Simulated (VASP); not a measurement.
# AlN (P3m1) in VASP: relaxation of cell and atoms with PBE

Aim: the relaxation of cell and atoms of AlN with PBE.

All numbers are computed with VASP 6.6.1; they aren't measurements. Logs are shortened: lines on timing, memory, paths and dates and some standing lists are left out, and cuts for length are marked.

**1. The cell of the first run**

It takes space group P3m1 (No. 156, trigonal). The conventional cell has a = 3.121 Å, b = 3.121 Å, c = 20.223 Å, α = 90.00°, β = 90.00°, γ = 120.00°. Within 2.5 Å of Al (site symmetry 3m) lie 4 N at 1.91 to 1.92 Å. Al (site symmetry 3m) has 4 N at 1.90 to 1.92 Å within 2.5 Å. Al (site symmetry 3m) has 4 N at 1.90 to 1.91 Å within 2.5 Å. Al (site symmetry 3m) has 4 N at 1.90 to 1.91 Å within 2.5 Å. Al (site symmetry 3m) has 4 N at 1.90 Å within 2.5 Å. Within 2.5 Å of Al (site symmetry 3m) lie 4 N at 1.90 to 1.92 Å. Al (site symmetry 3m) has 4 N at 1.91 to 1.92 Å within 2.5 Å. Within 2.5 Å of Al (site symmetry 3m) lie 4 N at 1.90 to 1.91 Å.

The cell was generated, and may not be a known phase.

**2. Relaxation of cell and atoms, PBE**

File INCAR:

```
SYSTEM = AlN
PREC = Accurate
ENCUT = 600
EDIFF = 1E-6
ISMEAR = 0
SIGMA = 0.02
LREAL = Auto
LASPH = .True.
NELM = 80
ALGO = Normal
ISIF = 3
LWAVE = .False.
LCHARG = .False.
GGA = PE
IBRION = 2
NSW = 100
EDIFFG = -0.01
```

File KPOINTS:

```
Automatic mesh
0
Gamma
  12 12 2
  0 0 0
```

File POSCAR:

```
AlN
1.0
    3.1205481000      0.0000000000      0.0000000000
   -1.5602741000      2.7024739000      0.0000000000
    0.0000000000      0.0000000000     20.2232733000
Al N
8 8
Direct
    0.3333333000      0.6666667000      0.8275380000
    0.0000000000      0.0000000000      0.7019940000
    0.6666667000      0.3333333000      0.3285430000
    0.6666667000      0.3333333000      0.5774950000
    0.0000000000      0.0000000000      0.4530010000
    0.3333333000      0.6666667000      0.0774970000
    0.0000000000      0.0000000000      0.2030450000
    0.6666667000      0.3333333000      0.9530330000
    0.6666667000      0.3333333000      0.0472290000
    0.6666667000      0.3333333000      0.6716970000
    0.3333333000      0.6666667000      0.9222570000
    0.0000000000      0.0000000000      0.2977690000
    0.0000000000      0.0000000000      0.7967320000
    0.0000000000      0.0000000000      0.5471980000
    0.3333333000      0.6666667000      0.1722440000
    0.6666667000      0.3333333000      0.4227290000
```

Potentials or basis: VASP PAW PBE potentials, release 64 (Al, N).

Started as:

```sh
$ cat potpaw_PBE.64/Al/POTCAR potpaw_PBE.64/N/POTCAR > POTCAR
$ mpirun -np 1 vasp_std > vasp.out
```

OUTCAR:

```text
SYSTEM = AlN
   PREC = Accurate
   ENCUT = 600
   EDIFF = 1E-6
   ISMEAR = 0
   LREAL = Auto
   LASPH = .True.
   NELM = 80
   ISIF = 3
   GGA = PE
   IBRION = 2
   NSW = 100
   EDIFFG = -0.01

 ion  position               nearest neighbor table
   1  0.333  0.667  0.828-  13 1.91  13 1.91  13 1.91  11 1.92   8 3.11   8 3.11   8 3.11   2 3.11
                             2 3.11   2 3.11
   2  0.000  0.000  0.702-  10 1.90  10 1.90  10 1.90  13 1.92   4 3.10   4 3.10   4 3.10   1 3.11
                             1 3.11   1 3.11
   3  0.667  0.333  0.329-  16 1.90  12 1.91  12 1.91  12 1.91   5 3.10   5 3.10   5 3.10   7 3.11
                             7 3.11   7 3.11
   4  0.667  0.333  0.577-  14 1.90  14 1.90  14 1.90  10 1.91   5 3.10   5 3.10   5 3.10   2 3.10
                             2 3.10   2 3.10
   5  0.000  0.000  0.453-  16 1.90  16 1.90  16 1.90  14 1.90   3 3.10   3 3.10   3 3.10   4 3.10
                             4 3.10   4 3.10
   6  0.333  0.667  0.077-   9 1.90   9 1.90   9 1.90  15 1.92   8 3.10   8 3.10   8 3.10   7 3.11
                             7 3.11   7 3.11
   7  0.000  0.000  0.203-  15 1.91  15 1.91  15 1.91  12 1.92   3 3.11   3 3.11   3 3.11   6 3.11
                             6 3.11   6 3.11
   8  0.667  0.333  0.953-   9 1.90  11 1.91  11 1.91  11 1.91   6 3.10   6 3.10   6 3.10   1 3.11
                             1 3.11   1 3.11
   9  0.667  0.333  0.047-   6 1.90   6 1.90   6 1.90   8 1.90
  10  0.667  0.333  0.672-   2 1.90   2 1.90   2 1.90   4 1.91
  11  0.333  0.667  0.922-   8 1.91   8 1.91   8 1.91   1 1.92
  12  0.000  0.000  0.298-   3 1.91   3 1.91   3 1.91   7 1.92
  13  0.000  0.000  0.797-   1 1.91   1 1.91   1 1.91   2 1.92
  14  0.000  0.000  0.547-   4 1.90   4 1.90   4 1.90   5 1.90
  15  0.333  0.667  0.172-   7 1.91   7 1.91   7 1.91   6 1.92
  16  0.667  0.333  0.423-   5 1.90   5 1.90   5 1.90   3 1.90

  LATTYP: Found a hexagonal cell.
 ALAT       =     3.1205481000
 C/A-ratio  =     6.4806798844

  Lattice vectors:

 A1 = (   3.1205481000,   0.0000000000,   0.0000000000)
 A2 = (  -1.5602741000,   2.7024739000,   0.0000000000)
 A3 = (   0.0000000000,   0.0000000000,  20.2232733000)

Analysis of symmetry for initial positions (statically):
=====================================================================
 Subroutine PRICEL returns:
 Original cell was already a primitive cell.

 Routine SETGRP: Setting up the symmetry group for a
 hexagonal supercell.

 Subroutine GETGRP returns: Found  6 space group operations
 (whereof  6 operations were pure point group operations)
 out of a pool of 24 trial point group operations.

The static configuration has the point symmetry C_3v.

Analysis of symmetry for dynamics (positions and initial velocities):
=====================================================================
 Subroutine PRICEL returns:
 Original cell was already a primitive cell.

 Routine SETGRP: Setting up the symmetry group for a
 hexagonal supercell.

 Subroutine GETGRP returns: Found  6 space group operations
 (whereof  6 operations were pure point group operations)
 out of a pool of 24 trial point group operations.

The dynamic configuration has the point symmetry C_3v.

 Subroutine INISYM returns: Found  6 space group operations
 (whereof  6 operations are pure point group operations),
 and found     1 'primitive' translations

----------------------------------------------------------------------------------------

                                     Primitive cell

  volume of cell :     170.5469

  direct lattice vectors                    reciprocal lattice vectors
     3.120548100  0.000000000  0.000000000     0.320456525  0.185015669  0.000000000
    -1.560274100  2.702473900  0.000000000     0.000000000  0.370031326  0.000000000
     0.000000000  0.000000000 20.223273300     0.000000000  0.000000000  0.049447979

  length of vectors
     3.120548100  3.120548100 20.223273300     0.370031326  0.370031326  0.049447979

  position of ions in fractional coordinates (direct lattice)
     0.333333300  0.666666700  0.827538000
     0.000000000  0.000000000  0.701994000
     0.666666700  0.333333300  0.328543000
     0.666666700  0.333333300  0.577495000
     0.000000000  0.000000000  0.453001000
     0.333333300  0.666666700  0.077497000
[... 8 lines left out ...]
     0.333333300  0.666666700  0.172244000
     0.666666700  0.333333300  0.422729000

  ion indices of the primitive-cell ions
   primitive index   ion index
                 1           1
                 2           2
                 3           3
                 4           4
                 5           5
                 6           6
[... 8 lines left out ...]
                15          15
                16          16

----------------------------------------------------------------------------------------

 KPOINTS: Automatic mesh

Automatic generation of k-mesh.
 Grid dimensions read from file:
 generate k-points for:   12   12    2

 Generating k-lattice:

  Cartesian coordinates                     Fractional coordinates (reciprocal lattice)
     0.026704710  0.015417972  0.000000000     0.083333333 -0.000000000  0.000000000
     0.000000000  0.030835944  0.000000000     0.000000000  0.083333333  0.000000000
     0.000000000  0.000000000  0.024723990     0.000000000  0.000000000  0.500000000

  Length of vectors
     0.030835944  0.030835944  0.024723990

  Shift w.r.t. Gamma in fractional coordinates (k-lattice)
     0.000000000  0.000000000  0.000000000

 Subroutine IBZKPT returns following result:
 ===========================================

 Found     38 irreducible k-points:

 Following reciprocal coordinates:
            Coordinates               Weight
  0.000000  0.000000  0.000000      1.000000
  0.083333 -0.000000  0.000000      6.000000
  0.166667  0.000000  0.000000      6.000000
  0.250000  0.000000  0.000000      6.000000
  0.333333 -0.000000  0.000000      6.000000
  0.416667  0.000000  0.000000      6.000000
[... 16 lines left out ...]
  0.250000  0.000000  0.500000      6.000000
  0.333333 -0.000000  0.500000      6.000000
 [... further k-points ...]
   k-points           NKPTS =     38   k-points in BZ     NKDIM =     38   number of bands    NBANDS=     41
   number of dos      NEDOS =    301   number of ions     NIONS =     16
   total plane-waves  NPLWV = 127008
   dimension x,y,z NGX =    28 NGY =   28 NGZ =  162
   dimension x,y,z NGXF=    56 NGYF=   56 NGZF=  324
   ions per type =               8   8
   NGX,Y,Z   is equivalent  to a cutoff of  14.92, 14.92, 13.32 a.u.
   NGXF,Y,Z  is equivalent  to a cutoff of  29.83, 29.83, 26.63 a.u.
 SYSTEM =  AlN
   PREC   = accura    normal or accurate (medium, high low for compatibility)
   ISTART =      0    job   : 0-new  1-cont  2-samecut
   ICHARG =      2    charge: 1-file 2-atom 10-const
   ISPIN  =      1    spin polarized calculation?
   LNONCOLLINEAR =      F non collinear calculations
   LSORBIT =      F    spin-orbit coupling
   LASPH  =      T    aspherical Exc in radial PAW
   ENCUT  =  600.0 eV  44.10 Ry    6.64 a.u.   6.23  6.23 40.39*2*pi/ulx,y,z
   NELM   =     80;   NELMIN=  2; NELMDL= -5     # of ELM steps
   EDIFF  = 0.1E-05   stopping-criterion for ELM
   LREAL  =      T    real-space projection
   EDIFFG = -.1E-01   stopping-criterion for IOM
   NSW    =    100    number of steps for IOM
   IBRION =      2    ionic relax: 0-MD 1-quasi-New 2-CG
   NFREE  =      1    steps in history (QN), initial steepest desc. (CG)
   ISIF   =      3    stress and relaxation
   ISYM   =      2    0-nonsym 1-usesym 2-fastsym
   POTIM  = 0.5000    time-step for ionic-motion
   TEBEG  =    0.0;   TEEND  =   0.0 temperature during run
   PSTRESS=    0.0 pullay stress
   NELECT =      64.0000    total number of electrons
   NUPDOWN=      -1.0000    fix difference up-down
   EMIN   =  10.00;   EMAX   =-10.00  energy-range for DOS
   EFERMI =   0.00;   METHOD = LEGACY
   ISMEAR =     0;   SIGMA  =   0.02  broadening in eV -4-tet -1-fermi 0-gaus
   EFERMI_NEDOS =   21; number of points for ismear=-14 and -15
   IALGO  =     38    algorithm
   IMIX   =      4    mixing-type and parameters
     AMIX     =   0.40;   BMIX     =  1.00
     AMIX_MAG =   1.60;   BMIX_MAG =  1.00
  volume/ion in A,a.u.               =      10.66        71.93
  Fermi-wavevector in a.u.,A,eV,Ry     =   1.180829  2.231443 18.971369  1.394356
  Thomas-Fermi vector in A             =   2.317114
   LORBIT       =      0    0 simple, 1 ext, 2 COOP (PROOUT), +10 PAW based schemes
   GGA     = PE    functional components
   LHFCALC =     F    Hartree Fock is set to
   AEXX    =    0.0000 exact exchange contribution
   IVDW    =     0    specifies the selected vdW correction
   LEPSILON=     F    determine dielectric tensor
   LRPA    =     F    only Hartree local field effects (RPA)
 conjugate gradient relaxation of ions
 non-spin polarized calculation
 Gauss-broadening in eV      SIGMA  =   0.02
  energy-cutoff  :      600.00
  volume of cell :      170.55
 maximum number of plane-waves:      5721
 NGX is ok and might be reduce to    28
   NGX = 13   NGY = 13   NGZ = 81

--------------------------------------- Ionic step        1  -------------------------------------------

 number of electron      64.0000000 magnetization

 Free energy of the ion-electron system (eV)
  ---------------------------------------------------
  ext. energy  EPLUGINS =         0.00000000
  ---------------------------------------------------
  free energy    TOTEN  =      -118.95387441 eV

  energy without entropy =     -118.95387441  energy(sigma->0) =     -118.95387441

------------------------ aborting loop because EDIFF is reached ----------------------------------------

  FORCE on cell =-STRESS in cart. coord.  units (eV):
  Direction    XX          YY          ZZ          XY          YZ          ZX
  --------------------------------------------------------------------------------------
  -------------------------------------------------------------------------------------
  Total       -0.3957786     -0.3957786     -0.3982527      0.0000000      0.0000000      0.0000000
  in kB       -3.7180826     -3.7180825     -3.7413253      0.0000001      0.0000000      0.0000000
  external PRESSURE =      -3.7258302 kB  Pullay stress =       0.0000000 kB
[... 85 lines left out ...]
  energy  without entropy=     -118.9539453402  energy(sigma->0) =     -118.95394534

--------------------------------------- Ionic step        3  -------------------------------------------

 number of electron      64.0000000 magnetization

 Free energy of the ion-electron system (eV)
  ---------------------------------------------------
  ext. energy  EPLUGINS =         0.00000000
  ---------------------------------------------------
  free energy    TOTEN  =      -118.95424570 eV

  energy without entropy =     -118.95424570  energy(sigma->0) =     -118.95424570

 E-fermi :   6.0073     XC(G=0): -10.8364

 val. band max:        5.8658042965   @ k =   0.0000   0.0000   0.0000
 cond. band min:       9.6595123742   @ k =   0.5000   0.0000   0.5000
 fundamental gap:      3.7937080777
 Fermi energy:         6.0073388902

 k-point     1 :       0.0000    0.0000    0.0000
  band No.  band energies     occupation
      1      -9.1238      2.00000
      2      -8.8975      2.00000
      3      -8.8275      2.00000
      4      -8.2498      2.00000
      5      -8.2466      2.00000
      6      -7.4996      2.00000
[... 1045 lines left out ...]
     40      13.2271      0.00000
     41      14.2633      0.00000

 [... further k-points ...]

------------------------ aborting loop because EDIFF is reached ----------------------------------------

  FORCE on cell =-STRESS in cart. coord.  units (eV):
  Direction    XX          YY          ZZ          XY          YZ          ZX
  --------------------------------------------------------------------------------------
  -------------------------------------------------------------------------------------
  Total        0.0011275      0.0011275      0.0001254     -0.0000000     -0.0000000     -0.0000000
  in kB        0.0106125      0.0106125      0.0011805     -0.0000000     -0.0000000     -0.0000000
  external PRESSURE =       0.0074685 kB  Pullay stress =       0.0000000 kB
[... 31 lines left out ...]
  FREE ENERGIE OF THE ION-ELECTRON SYSTEM (eV)
  ---------------------------------------------------
  free  energy   TOTEN  =      -118.9542456969 eV

  energy  without entropy=     -118.9542456969  energy(sigma->0) =     -118.95424570

 reached required accuracy - stopping structural energy minimisation
```

Wall time 18 min (1 thread of Intel Xeon Platinum 8259CL at 2.50GHz (Skylake/Cascade Lake), shared host); peak memory 0.49 GiB.

What came out:

```yaml
Free_energy: -118.9542 eV
Relaxed_volume: 10.64 Å³/atom
Relaxed_cell: a = 3.119 Å, b = 3.119 Å, c = 20.211 Å, α = 90.00°, β = 90.00°, γ = 120.00°
Space_group_after_relaxing_to_0.1_Å: P3m1 (No. 156)
Energy_gained_by_relaxing: 0.0 meV/atom
Ionic_steps: 3
Pressure_after_relaxing: 0.0 GPa
Band_gap_on_the_k_mesh: 3.79 eV (least direct gap 4.01 eV)
```

Forces on the atoms (eV/Å):
```
Al   0.000  0.000  0.000
Al   0.000  0.000  0.002
Al   0.000  0.000  0.001
Al   0.000  0.000  0.001
Al   0.000  0.000  0.000
Al   0.000  0.000  0.000
Al   0.000  0.000  0.002
Al   0.000  0.000  0.000
N    0.000  0.000 -0.001
N    0.000  0.000 -0.003
N    0.000  0.000  0.001
N    0.000  0.000  0.000
N    0.000  0.000 -0.001
N    0.000  0.000 -0.001
N    0.000  0.000 -0.002
N    0.000  0.000  0.002
```

The path:
```
step  energy change (eV)  largest force (eV/Å)  pressure (GPa)  volume (Å³)
   1              0.0000                0.0078           -0.37       170.55
   2             -0.0001                0.0087            0.34       169.94
   3             -0.0004                0.0026            0.00       170.23
```

Final structure:
```cif
data_structure
_symmetry_space_group_name_H-M 'P 1'
_symmetry_Int_Tables_number 1
_cell_length_a 3.1186
_cell_length_b 3.1186
_cell_length_c 20.2105
_cell_angle_alpha 90.000
_cell_angle_beta 90.000
_cell_angle_gamma 120.000
_cell_volume 170.23
loop_
_atom_site_label
_atom_site_type_symbol
_atom_site_fract_x
_atom_site_fract_y
_atom_site_fract_z
_atom_site_occupancy
Al1 Al 0.33333 0.66667 0.82754 1
Al2 Al 0.00000 0.00000 0.70199 1
Al3 Al 0.66667 0.33333 0.32855 1
Al4 Al 0.66667 0.33333 0.57749 1
Al5 Al 0.00000 0.00000 0.45301 1
Al6 Al 0.33333 0.66667 0.07750 1
Al7 Al 0.00000 0.00000 0.20305 1
Al8 Al 0.66667 0.33333 0.95304 1
N1 N 0.66667 0.33333 0.04722 1
N2 N 0.66667 0.33333 0.67170 1
N3 N 0.33333 0.66667 0.92225 1
N4 N 0.00000 0.00000 0.29777 1
N5 N 0.00000 0.00000 0.79673 1
N6 N 0.00000 0.00000 0.54720 1
N7 N 0.33333 0.66667 0.17224 1
N8 N 0.66667 0.33333 0.42272 1
```

A k mesh can miss the band edges.
